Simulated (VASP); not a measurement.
# Sc2NF3 (P2_1) in VASP: single point with PBE

Aim: the single point of Sc2NF3 with PBE.

All numbers are computed with VASP 6.6.1; they aren't measurements. Logs are shortened: lines on timing, memory, paths and dates and some standing lists are left out, and cuts for length are marked.

## Step 1: The cell of the first run

The typed cell holds 12 atoms: a = 5.494 Å, b = 5.507 Å, c = 6.424 Å, α = 90.00°, β = 115.29°, γ = 90.00°.

## Step 2: Single point, PBE (14.64 Å³/atom)

Input file INCAR:

```
  PREC = Accurate
  ENCUT = 520
  EDIFF = 1E-7
  ISMEAR = 0
  SIGMA = 0.02
  LREAL = F
  LASPH = T
  NELM = 60
  ALGO = Normal
  ISIF = 2
  LWAVE = F
  LCHARG = F
  GGA = PE
  NBANDS = 60
```

Input file KPOINTS:

```
regular mesh
0
Gamma
  6 4 4
```

Input file POSCAR:

```
Sc2NF3
1.0
    5.4420807679      0.0000000000     -0.7537526253
    0.0000000000      5.5072497771      0.0000000000
   -1.9218584013      0.0000000000      6.1295714364
Sc N F
4 2 6
Direct
    0.0735532905      0.4304356485      0.6666039327
    0.9264467095      0.9304356485      0.3333960673
    0.5929431023      0.9862596511      0.6665801594
    0.4070568977      0.4862596511      0.3334198406
    0.7534323364      0.7083581774      0.5068524654
    0.2465676636      0.2083581774      0.4931475346
    0.9174108770      0.2084346778      0.8352142864
    0.0825891230      0.7084346778      0.1647857136
    0.3663547588      0.4581514306      0.9999729692
    0.6336452412      0.9581514306      0.0000270308
    0.7021827865      0.2083604147      0.4042850707
    0.2978172135      0.7083604147      0.5957149293
```

Potentials or basis: VASP PAW PBE potentials, release 64 (Sc_sv, N, F).

The run is started by

```sh
$ cat potpaw_PBE.64/Sc_sv/POTCAR potpaw_PBE.64/N/POTCAR potpaw_PBE.64/F/POTCAR > POTCAR
$ mpirun -np 1 vasp_std > vasp.out
```

OUTCAR:

```text
PREC = Accurate
   ENCUT = 520
   EDIFF = 1E-7
   ISMEAR = 0
   LREAL = F
   LASPH = T
   NELM = 60
   ISIF = 2
   GGA = PE

 ion  position               nearest neighbor table
   1  0.074  0.430  0.667-   7 2.05   9 2.06   6 2.13  12 2.13   5 2.22  11 2.36   2 3.37   2 3.37
                             4 3.37   4 3.37
   2  0.926  0.930  0.333-   8 2.05  10 2.06   5 2.13  11 2.13   6 2.22  12 2.36   1 3.37   1 3.37
                             3 3.37   3 3.37
   3  0.593  0.986  0.667-   7 2.05  10 2.06   6 2.13  12 2.13   5 2.22  11 2.36   4 3.37   4 3.37
                             2 3.37   2 3.37
   4  0.407  0.486  0.333-   8 2.05   9 2.06   5 2.13  11 2.13   6 2.22  12 2.36   3 3.37   3 3.37
                             1 3.37   1 3.37
   5  0.753  0.708  0.507-   2 2.13   4 2.13   3 2.22   1 2.22
   6  0.247  0.208  0.493-   1 2.13   3 2.13   4 2.22   2 2.22
   7  0.917  0.208  0.835-   1 2.05   3 2.05
   8  0.083  0.708  0.165-   2 2.05   4 2.05
   9  0.366  0.458  1.000-   4 2.06   1 2.06
  10  0.634  0.958  0.000-   3 2.06   2 2.06
  11  0.702  0.208  0.404-   2 2.13   4 2.13   3 2.36   1 2.36
  12  0.298  0.708  0.596-   1 2.13   3 2.13   4 2.36   2 2.36

  LATTYP: Found a simple monoclinic cell.
 ALAT       =     5.4940318623
 B/A-ratio  =     1.0024058679
 C/A-ratio  =     1.1692320954
 COS(beta)  =    -0.4272598018

  Lattice vectors:

 A1 = (   5.4420807679,   0.0000000000,  -0.7537526253)
 A2 = (   0.0000000000,   5.5072497771,   0.0000000000)
 A3 = (  -1.9218584013,   0.0000000000,   6.1295714364)

Analysis of symmetry for initial positions (statically):
=====================================================================
 Subroutine PRICEL returns:
 Original cell was already a primitive cell.

 Routine SETGRP: Setting up the symmetry group for a
 simple monoclinic supercell.

 Subroutine GETGRP returns: Found  2 space group operations
 (whereof  1 operations were pure point group operations)
 out of a pool of  4 trial point group operations.

The static configuration has the point symmetry C_1 .
 The point group associated with its full space group is C_2 .

Analysis of symmetry for dynamics (positions and initial velocities):
=====================================================================
 Subroutine PRICEL returns:
 Original cell was already a primitive cell.

 Routine SETGRP: Setting up the symmetry group for a
 simple monoclinic supercell.

 Subroutine GETGRP returns: Found  2 space group operations
 (whereof  1 operations were pure point group operations)
 out of a pool of  4 trial point group operations.
[... 136 lines left out ...]
   EFERMI =   0.00;   METHOD = LEGACY
   ISMEAR =     0;   SIGMA  =   0.02  broadening in eV -4-tet -1-fermi 0-gaus
   EFERMI_NEDOS =   21; number of points for ismear=-14 and -15
   IALGO  =     38    algorithm
   IMIX   =      4    mixing-type and parameters
     AMIX     =   0.40;   BMIX     =  1.00
     AMIX_MAG =   1.60;   BMIX_MAG =  1.00
  volume/ion in A,a.u.               =      14.64        98.82
  Fermi-wavevector in a.u.,A,eV,Ry     =   1.338287  2.528995 24.368190  1.791011
  Thomas-Fermi vector in A             =   2.466769
   LORBIT       =      0    0 simple, 1 ext, 2 COOP (PROOUT), +10 PAW based schemes
   GGA     = PE    functional components
   LHFCALC =     F    Hartree Fock is set to
   AEXX    =    0.0000 exact exchange contribution
   IVDW    =     0    specifies the selected vdW correction
   LEPSILON=     F    determine dielectric tensor
   LRPA    =     F    only Hartree local field effects (RPA)
 non-spin polarized calculation
 Gauss-broadening in eV      SIGMA  =   0.02
  energy-cutoff  :      520.00
  volume of cell :      175.73
 maximum number of plane-waves:      4756
 NGX is ok and might be reduce to    42
   NGX = 21   NGY = 21   NGZ = 23

 number of electron      96.0000003 magnetization

 Free energy of the ion-electron system (eV)
  ---------------------------------------------------
  ext. energy  EPLUGINS =         0.00000000
  ---------------------------------------------------
  free energy    TOTEN  =       -90.16959616 eV

  energy without entropy =      -90.16959616  energy(sigma->0) =      -90.16959616

 E-fermi :   1.5734     XC(G=0):  -9.3090

 val. band max:        1.4651578594   @ k =   0.0000   0.0000   0.5000
 cond. band min:       4.4080365187   @ k =   0.0000   0.2500   0.0000
 fundamental gap:      2.9428786593
 Fermi energy:         1.5734482784

 k-point     1 :       0.0000    0.0000    0.0000
  band No.  band energies     occupation
      1     -47.2864      2.00000
      2     -47.2599      2.00000
      3     -47.2577      2.00000
      4     -47.2509      2.00000
      5     -26.6090      2.00000
      6     -26.3491      2.00000
[... 1501 lines left out ...]
     59       5.9399      0.00000
     60       6.0386      0.00000

 [... further k-points ...]

------------------------ aborting loop because EDIFF is reached ----------------------------------------

  FORCE on cell =-STRESS in cart. coord.  units (eV):
  Direction    XX          YY          ZZ          XY          YZ          ZX
  --------------------------------------------------------------------------------------
  -------------------------------------------------------------------------------------
  Total       -2.7522544     -2.8091872     -2.7354413      0.0000000      0.0000000     -0.0029734
  in kB      -25.0929058    -25.6119746    -24.9396176      0.0000000      0.0000000     -0.0271087
  external PRESSURE =     -25.2148327 kB  Pullay stress =       0.0000000 kB

 VOLUME and BASIS-vectors are now :
 -----------------------------------------------------------------------------
  energy-cutoff  :      520.00
  volume of cell :      175.73
      direct lattice vectors                 reciprocal lattice vectors
     5.442080768  0.000000000 -0.753752625     0.192095276  0.000000000  0.060229320
     0.000000000  5.507249777  0.000000000     0.000000000  0.181578835  0.000000000
    -1.921858401  0.000000000  6.129571436     0.023621932  0.000000000  0.170549935

 POSITION                                       TOTAL-FORCE (eV/Angst)
 -----------------------------------------------------------------------------------
     -0.88084      2.37052      4.03056        -0.000442      0.022811     -0.024106
      4.40106      5.12414      1.34526         0.000442      0.022811      0.024106
      1.94577      5.43158      3.63892        -0.006162     -0.022850     -0.023420
      1.57445      2.67795      1.73690         0.006162     -0.022850      0.023420
      3.12614      3.90111      2.53889         0.002311      0.000070      0.016632
      0.39408      1.14748      2.83693        -0.002311      0.000070     -0.016632
      3.38746      1.14790      4.42800         0.008648     -0.000008      0.063787
      0.13276      3.90153      0.94781        -0.008648     -0.000008     -0.063787
      0.07193      2.52315      5.85326         0.035987      0.000013     -0.004897
      3.44830      5.27678     -0.47745        -0.035987      0.000013      0.004897
      3.04436      1.14749      1.94882         0.000514     -0.000036      0.001511
      0.47587      3.90112      3.42700        -0.000514     -0.000036     -0.001511
 -----------------------------------------------------------------------------------
    total drift:                               -0.000000      0.000027      0.000000

  FREE ENERGIE OF THE ION-ELECTRON SYSTEM (eV)
  ---------------------------------------------------
  free  energy   TOTEN  =       -90.1695961602 eV

  energy  without entropy=      -90.1695961602  energy(sigma->0) =      -90.16959616
```

OSZICAR:

```text
N       E                     dE             d eps       ncg     rms          rms(c)
DAV:   1     0.192803614330E+04    0.19280E+04   -0.44627E+04  5040   0.171E+03
DAV:   2     0.315275699456E+03   -0.16128E+04   -0.15729E+04  5400   0.630E+02
DAV:   3    -0.738302323564E+02   -0.38911E+03   -0.36854E+03  8096   0.291E+02
DAV:   4    -0.110356612264E+03   -0.36526E+02   -0.36246E+02  8064   0.112E+02
DAV:   5    -0.111533363908E+03   -0.11768E+01   -0.11717E+01  8064   0.270E+01    0.295E+01
DAV:   6    -0.899880601859E+02    0.21545E+02   -0.11404E+02  7784   0.611E+01    0.110E+01
DAV:   7    -0.903151818069E+02   -0.32712E+00   -0.10929E+01  8064   0.189E+01    0.721E+00
DAV:   8    -0.901981612310E+02    0.11702E+00   -0.13691E+00  7624   0.602E+00    0.218E+00
DAV:   9    -0.901686505610E+02    0.29511E-01   -0.32990E-01  8272   0.380E+00    0.664E-01
DAV:  10    -0.901698194231E+02   -0.11689E-02   -0.80193E-02  7676   0.217E+00    0.487E-01
DAV:  11    -0.901694297261E+02    0.38970E-03   -0.33303E-02  7976   0.903E-01    0.137E-01
DAV:  12    -0.901695900290E+02   -0.16030E-03   -0.56025E-03  7748   0.472E-01    0.844E-02
DAV:  13    -0.901695819699E+02    0.80591E-05   -0.71716E-04  7448   0.183E-01    0.155E-02
DAV:  14    -0.901695977013E+02   -0.15731E-04   -0.17937E-04  8064   0.580E-02    0.159E-02
DAV:  15    -0.901695957792E+02    0.19222E-05   -0.26485E-05  7272   0.224E-02    0.809E-03
DAV:  16    -0.901695958903E+02   -0.11110E-06   -0.60037E-06  8104   0.166E-02    0.139E-03
DAV:  17    -0.901695961260E+02   -0.23571E-06   -0.19519E-07  4528   0.363E-03    0.105E-03
DAV:  18    -0.901695961602E+02   -0.34212E-07   -0.10011E-07  4000   0.301E-03
   1 F= -.90169596E+02 E0= -.90169596E+02  d E =-.243889E-16
```

Run time: 5.5 min. Hardware: 1 thread of Intel Xeon 6975P-C (Granite Rapids), shared host; peak memory 0.49 GiB.

Results:

```yaml
Free_energy: -90.1696 eV
Pressure: -2.5 GPa
Largest_force: 0.064 eV/Å
Band_gap_on_the_k_mesh: 2.94 eV (least direct gap 2.98 eV)
```

Forces on the atoms (eV/Å):
```
Sc   0.000  0.023 -0.024
Sc   0.000  0.023  0.024
Sc  -0.006 -0.023 -0.023
Sc   0.006 -0.023  0.023
N    0.002  0.000  0.017
N   -0.002  0.000 -0.017
F    0.009  0.000  0.064
F   -0.009  0.000 -0.064
F    0.036  0.000 -0.005
F   -0.036  0.000  0.005
F    0.001  0.000  0.002
F   -0.001  0.000 -0.002
```
